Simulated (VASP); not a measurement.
A run of VASP 6.6.1 is set up as follows.

The input POSCAR:

```
KCl
1.0
    3.8375709993      0.0000000000      0.0000000000
    0.0000000000      3.8375709993      0.0000000000
    0.0000000000      0.0000000000      3.8375709993
K Cl
1 1
Direct
    0.0000000000      0.0000000000      0.0000000000
    0.5000000000      0.5000000000      0.5000000000
```

Contents of INCAR.step1:

```
PREC = Accurate
ENCUT = 520
EDIFF = 1E-5
ISMEAR = 0
SIGMA = 0.02
LREAL = F
LASPH = T
NELM = 100
ALGO = Normal
ISIF = 2
LWAVE = T
LCHARG = F
NBANDS = 15
GGA = PE
```

File INCAR.step2:

```
PREC = Accurate
ENCUT = 520
EDIFF = 1E-7
ISMEAR = 0
SIGMA = 0.02
LREAL = F
LASPH = T
NELM = 100
ALGO = Normal
ISIF = 2
LWAVE = F
LCHARG = F
GGA = PE
LHFCALC = T
HFSCREEN = 0.2079
PRECFOCK = Normal
NBANDS = 15
ISTART = 1
```

The input KPOINTS:

```
Automatic mesh
0
Gamma
  6 6 6
```

Potentials or basis: VASP PAW PBE potentials, release 64 (K_sv, Cl).

Run with:

```bash
$ cat potpaw_PBE.64/K_sv/POTCAR potpaw_PBE.64/Cl/POTCAR > POTCAR
$ cp INCAR.step1 INCAR
$ mpirun -np 1 vasp_std > vasp.out
$ cp INCAR.step2 INCAR
$ mpirun -np 1 vasp_std > vasp.out
```

(1) Predict the pressure.

(2) Predict the band gap on the k mesh.

Answers

(1) -0.4 GPa.

(2) 6.12 eV (least direct gap 6.34 eV).

Caveat: the PAW data sets were made with another functional, which shifts forces and pressure a little.
